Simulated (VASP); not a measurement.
Here is a VASP 6.6.1 calculation.

Contents of INCAR:

```
SYSTEM = AlVC4N4
ALGO     = Normal         ! electronic algorithm
EDIFF    = 1E-7           ! SCF threshold, eV
ENCUT    = 520            ! plane-wave cutoff, eV
GGA      = PE             ! functional
ISIF     = 2              ! what is computed and relaxed
ISMEAR   = 0              ! smearing method
ISPIN    = 2              ! spin polarisation
LASPH    = .TRUE.         ! aspherical terms in the spheres
LCHARG   = .FALSE.        ! write CHGCAR
LMAXMIX  = 4              ! l up to which the mixer works
LORBIT   = 11             ! projections on sites
LREAL    = .FALSE.        ! projectors in reciprocal space
LWAVE    = .FALSE.        ! write WAVECAR
MAGMOM   = 0 2 0 0 0 0 0 0 0 0 ! initial moments
NBANDS   = 41             ! bands
NELM     = 150            ! most SCF steps
PREC     = Accurate       ! precision mode
SIGMA    = 0.1            ! smearing width, eV
```

The input KPOINTS:

```
k-points
0
G
  4 4 4
  0 0 0
```

File POSCAR:

```
AlVC4N4
1.0
    5.9078357924      0.0000000000      0.0000000000
    0.0000000000      5.9078357924      0.0000000000
    0.0000000000      0.0000000000      5.9078357924
Al V C N
1 1 4 4
Direct
    0.0000000000      0.0000000000      0.0000000000
    0.5000000000      0.5000000000      0.5000000000
    0.1912216431      0.1912216431      0.1912216431
    0.1912216431      0.8087783569      0.8087783569
    0.8087783569      0.1912216431      0.8087783569
    0.8087783569      0.8087783569      0.1912216431
    0.3063195120      0.3063195120      0.3063195120
    0.3063195120      0.6936804880      0.6936804880
    0.6936804880      0.3063195120      0.6936804880
    0.6936804880      0.6936804880      0.3063195120
```

Potentials or basis: VASP PAW PBE potentials, release 64 (Al, V_sv, C, N).

Run with:

```sh
$ cat potpaw_PBE.64/Al/POTCAR potpaw_PBE.64/V_sv/POTCAR potpaw_PBE.64/C/POTCAR potpaw_PBE.64/N/POTCAR > POTCAR
$ mpirun -np 1 vasp_std > vasp.out
```

(1) What does it give for the pressure?

(2) Predict the largest force.

(3) What does it give for the band gap on the k mesh?

Results:

(1) -1.0 GPa.

(2) 1.419 eV/Å.

(3) zero (filled and empty bands overlap).

Caveat: forces of over 1 eV/Å act on the atoms, so gaps and moduli don't describe the material at rest.
